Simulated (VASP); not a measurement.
# NaCl (Pm-3m) in VASP: notebook, part 2 of 2

VASP 6.6.1.

### 5 Single point, RPBE

File INCAR:

```
ALGO = Normal
EDIFF = 1E-6
ENCUT = 520
GGA = RP
ISIF = 2
ISMEAR = -1
LASPH = T
LCHARG = T
LELF = T
LREAL = F
LVHAR = T
LWAVE = F
NBANDS = 14
NELM = 80
PREC = Accurate
SIGMA = 0.05
```

File KPOINTS:

```
k-points
0
Gamma
  8 8 8
```

File POSCAR:

```
NaCl
1.0
    3.5021900000      0.0000000000      0.0000000000
    0.0000000000      3.5021900000      0.0000000000
    0.0000000000      0.0000000000      3.5021900000
Cl Na
1 1
Direct
    0.5000000000      0.5000000000      0.5000000000
    0.0000000000      0.0000000000      0.0000000000
```

Potentials or basis: VASP PAW PBE potentials, release 64 (Cl, Na_pv).

The run is started by

```console
$ cat potpaw_PBE.64/Cl/POTCAR potpaw_PBE.64/Na_pv/POTCAR > POTCAR
$ mpirun -np 1 vasp_std > vasp.out
```

OUTCAR:

```text
EDIFF = 1E-6
   ENCUT = 520
   GGA = RP
   ISIF = 2
   ISMEAR = -1
   LASPH = T
   LREAL = F
   NELM = 80
   PREC = Accurate

 ion  position               nearest neighbor table
   1  0.500  0.500  0.500-
   2  0.000  0.000  0.000-

  LATTYP: Found a simple cubic cell.
 ALAT       =     3.5021900000

  Lattice vectors:

 A1 = (   3.5021900000,   0.0000000000,   0.0000000000)
 A2 = (   0.0000000000,   3.5021900000,   0.0000000000)
 A3 = (   0.0000000000,   0.0000000000,   3.5021900000)

Analysis of symmetry for initial positions (statically):
=====================================================================
 Subroutine PRICEL returns:
 Original cell was already a primitive cell.

 Routine SETGRP: Setting up the symmetry group for a
 simple cubic supercell.

 Subroutine GETGRP returns: Found 48 space group operations
 (whereof 48 operations were pure point group operations)
 out of a pool of 48 trial point group operations.

The static configuration has the point symmetry O_h .

Analysis of symmetry for dynamics (positions and initial velocities):
=====================================================================
 Subroutine PRICEL returns:
 Original cell was already a primitive cell.

 Routine SETGRP: Setting up the symmetry group for a
 simple cubic supercell.

 Subroutine GETGRP returns: Found 48 space group operations
 (whereof 48 operations were pure point group operations)
 out of a pool of 48 trial point group operations.

The dynamic configuration has the point symmetry O_h .

 Subroutine INISYM returns: Found 48 space group operations
 (whereof 48 operations are pure point group operations),
 and found     1 'primitive' translations

----------------------------------------------------------------------------------------

                                     Primitive cell

  volume of cell :      42.9555
[... 116 lines left out ...]
   AEXX    =    0.0000 exact exchange contribution
   IVDW    =     0    specifies the selected vdW correction
   LEPSILON=     F    determine dielectric tensor
   LRPA    =     F    only Hartree local field effects (RPA)
 non-spin polarized calculation
  energy-cutoff  :      520.00
  volume of cell :       42.96
 maximum number of plane-waves:      1189
 NGX is ok and might be reduce to    28
   NGX = 13   NGY = 13   NGZ = 13

 number of electron      13.9999982 magnetization

 Free energy of the ion-electron system (eV)
  ---------------------------------------------------
  ext. energy  EPLUGINS =         0.00000000
  ---------------------------------------------------
  free energy    TOTEN  =        -6.10449404 eV

  energy without entropy =       -6.10449404  energy(sigma->0) =       -6.10449404

 E-fermi :   1.6732     XC(G=0):  -8.1377

 val. band max:        0.5466502334   @ k =   0.5000   0.5000   0.0000
 cond. band min:       4.8159902764   @ k =   0.0000   0.0000   0.0000
 fundamental gap:      4.2693400429
 Fermi energy:         1.6732458790

 k-point     1 :       0.0000    0.0000    0.0000
  band No.  band energies     occupation
      1     -21.5629      2.00000
      2     -21.5629      2.00000
      3     -21.5629      2.00000
      4     -12.8150      2.00000
      5       0.0670      2.00000
      6       0.0670      2.00000
      7       0.0670      2.00000
      8       4.8160      0.00000
      9       9.3097      0.00000
     10       9.3097      0.00000
     11      16.4794      0.00000
     12      16.4810      0.00000
     13      16.4848      0.00000
     14      16.5148      0.00000
[... 377 lines left out ...]
      1     -21.5939      2.00000
      2     -21.5878      2.00000
      3     -21.5615      2.00000
      4     -12.2057      2.00000
      5      -1.7173      2.00000
      6      -1.3771      2.00000
      7       0.1843      2.00000
      8       6.8665      0.00000
      9      10.1938      0.00000
     10      10.5384      0.00000
     11      11.8095      0.00000
     12      14.2308      0.00000
     13      14.2812      0.00000
     14      17.1938      0.00000

 [... further k-points ...]

------------------------ aborting loop because EDIFF is reached ----------------------------------------

  FORCE on cell =-STRESS in cart. coord.  units (eV):
  Direction    XX          YY          ZZ          XY          YZ          ZX
  --------------------------------------------------------------------------------------
  -------------------------------------------------------------------------------------
  Total        0.5031201      0.5031201      0.5031201      0.0000000     -0.0000000      0.0000000
  in kB       18.7656301     18.7656301     18.7656301      0.0000000     -0.0000000      0.0000000
  external PRESSURE =      18.7656301 kB  Pullay stress =       0.0000000 kB

 VOLUME and BASIS-vectors are now :
 -----------------------------------------------------------------------------
  energy-cutoff  :      520.00
  volume of cell :       42.96
      direct lattice vectors                 reciprocal lattice vectors
     3.502190000  0.000000000  0.000000000     0.285535622  0.000000000  0.000000000
     0.000000000  3.502190000  0.000000000     0.000000000  0.285535622  0.000000000
     0.000000000  0.000000000  3.502190000     0.000000000  0.000000000  0.285535622

 POSITION                                       TOTAL-FORCE (eV/Angst)
 -----------------------------------------------------------------------------------
      1.75110      1.75110      1.75110         0.000000      0.000000      0.000000
      0.00000      0.00000      0.00000         0.000000      0.000000      0.000000
 -----------------------------------------------------------------------------------
    total drift:                               -0.000000      0.000000      0.000000

  FREE ENERGIE OF THE ION-ELECTRON SYSTEM (eV)
  ---------------------------------------------------
  free  energy   TOTEN  =        -6.1044940384 eV

  energy  without entropy=       -6.1044940384  energy(sigma->0) =       -6.10449404
```

It took 28 s on 1 thread of AMD EPYC 7R13, shared host; peak memory 0.13 GiB.

Results:

```
Free energy            : -6.1045 eV
Pressure               : 1.9 GPa
Band gap on the k mesh : 4.27 eV (least direct gap 4.75 eV)
```

Levels at points of the mesh, in eV from the valence-band top:
```csv
k point,band 4,band 5,band 6,band 7,band 8,band 9,band 10,band 11
"(0.00, 0.00, 0.00)",-13.36,-0.48,-0.48,-0.48,4.27,8.76,8.76,15.93
"(0.50, 0.00, 0.00)",-13.01,-2.87,-0.25,-0.25,7.19,8.81,10.62,11.98
"(0.50, 0.50, 0.00)",-12.75,-2.21,-2.21,0.00,5.79,10.06,11.32,11.32
"(0.50, 0.50, 0.50)",-12.48,-1.81,-1.81,-1.81,7.36,7.36,7.36,11.92
```

Caveat: the PAW data sets were made with another functional, which shifts forces and pressure a little.

### 6 Single point, revPBE

File INCAR:

```
SYSTEM = NaCl
ALGO = Normal
EDIFF = 1E-6
ENCUT = 520
GGA = RE
ISIF = 2
ISMEAR = -1
LASPH = .True.
LCHARG = .True.
LELF = .True.
LREAL = .False.
LVHAR = .True.
LWAVE = .False.
NBANDS = 14
NELM = 100
PREC = Accurate
SIGMA = 0.05
```

File KPOINTS:

```
k-points
0
Gamma
  8 8 8
  0 0 0
```

POSCAR is that of step 5.

Potentials or basis: VASP PAW PBE potentials, release 64 (Cl, Na_pv).

The run is started by

```console
$ cat potpaw_PBE.64/Cl/POTCAR potpaw_PBE.64/Na_pv/POTCAR > POTCAR
$ mpirun -np 1 vasp_std > vasp.out
```

Wall time 29 s (1 thread of AMD EPYC 7R13, shared host); peak memory 0.13 GiB.

The run converged. Its results:

```yaml
Free_energy: -6.1158 eV
Pressure: 1.7 GPa
Band_gap_on_the_k_mesh: 4.24 eV (least direct gap 4.73 eV)
```

Levels at points of the mesh, in eV from the valence-band top:
```tsv
k point	band 5	band 6	band 7	band 8	band 9	band 10
(0.00, 0.00, 0.00)	-0.48	-0.48	-0.48	4.24	8.73	8.73
(0.50, 0.00, 0.00)	-2.88	-0.25	-0.25	7.15	8.81	10.59
(0.50, 0.50, 0.00)	-2.22	-2.22	0.00	5.78	10.02	11.29
(0.50, 0.50, 0.50)	-1.82	-1.82	-1.82	7.33	7.33	7.33
```

Caveat: the PAW data sets were made with another functional, which shifts forces and pressure a little. A k mesh can miss the band edges.

### 7 Summary

| level | cell | k mesh | grid for exact exchange (PRECFOCK) | share of exact exchange | gap on the mesh (eV) | pressure (GPa) |
| --- | --- | --- | --- | --- | --- | --- |
| r2SCAN50 | a = 3.502 Å, 2 atoms | 4 × 4 × 4 | Normal | 0.5 | 8.27 | -1.6 |
| HF | a = 3.502 Å, 2 atoms | 4 × 4 × 4 | Normal | 1 | 12.52 | 1.5 |
| PBEsol | a = 3.447 Å, 2 atoms | 8 × 8 × 8 | - | - | 3.99 | 0.0 |
| RPBE | a = 3.502 Å, 2 atoms | 8 × 8 × 8 | - | - | 4.27 | 1.9 |
| revPBE | a = 3.502 Å, 2 atoms | 8 × 8 × 8 | - | - | 4.24 | 1.7 |

Alike in all rows: task single point; potentials or basis VASP PAW PBE potentials, release 64 (Cl, Na_pv); no spin polarisation; cutoff (eV) 520; smearing fermi-dirac 0.05 eV.

Caveats: some runs use coarse meshes; the PAW data sets were made with another functional, which shifts forces and pressure a little.

Absolute energies hang on the potentials; compare differences alone.
